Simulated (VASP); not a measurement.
Write the native input for VASP 6.6.1 that does the following.

```
Task                   : single point
Functional             : PBE
Potentials or basis    : VASP PAW PBE potentials, release 64 (Cu, C, O)
Cutoff                 : 520 eV
k mesh                 : 6 × 8 × 1
Occupations            : gaussian, width 0.1 eV
Spin                   : no spin polarisation
Dipole correction      : yes
Further INCAR settings : ALGO = Normal; EDIFF = 1e-06; NBANDS = 84
```

The structure of Cu12CO lies in POSCAR:

```
Cu12CO
1.0
    5.1332392119      0.0000000000      0.0000000000
    0.0000000000      3.6297482562      0.0000000000
    0.0000000000      0.0000000000     26.5665490148
Cu C O
12 1 1
Direct
    0.2500000000      0.5000000000      0.3199512287
    0.7500000000      0.5000000000      0.3199512287
    0.5000000000      0.0000000000      0.3682567050
    0.0000000000      0.0000000000      0.3682567050
    0.7500000000      0.5000000000      0.4165621812
    0.2500000000      0.5000000000      0.4165621812
   -0.0016088338      0.0000000000      0.4646651612
    0.5016088338      0.0000000000      0.4646651612
    0.2500000000      0.5000000000      0.5104392794
    0.7500000000      0.5000000000      0.5155461145
    0.4963588402      0.0000000000      0.5601020147
    0.0036411598      0.0000000000      0.5601020147
    0.2500000000      0.0000000000      0.6171567810
    0.2500000000      0.0000000000      0.6608670260
```

One way to write it, as run:

INCAR

```
SYSTEM = Cu12CO
  PREC = Accurate
  ENCUT = 520
  EDIFF = 1E-6
  ISMEAR = 0
  SIGMA = 0.1
  LREAL = .False.
  LASPH = .True.
  NELM = 60
  ALGO = Normal
  ISIF = 2
  LWAVE = .False.
  LCHARG = .False.
  LDIPOL = .True.
  IDIPOL = 3
  DIPOL = 0.5 0.5 0.469
  GGA = PE
  NBANDS = 84
```

KPOINTS

```
Automatic mesh
0
Gamma
  6 8 1
  0 0 0
```

Potentials or basis: VASP PAW PBE potentials, release 64 (Cu, C, O).

The run is started by

```bash
$ cat potpaw_PBE.64/Cu/POTCAR potpaw_PBE.64/C/POTCAR potpaw_PBE.64/O/POTCAR > POTCAR
$ mpirun -np 1 vasp_std > vasp.out
```

Results of the run:

```
Largest force          : 0.774 eV/Å
Band gap on the k mesh : zero (bands 71 and 72 overlap by 0.59 eV)
```

Wall time 81 min on 1 thread of Intel Xeon 8259CL, on a shared host, peak memory 0.9 GiB.
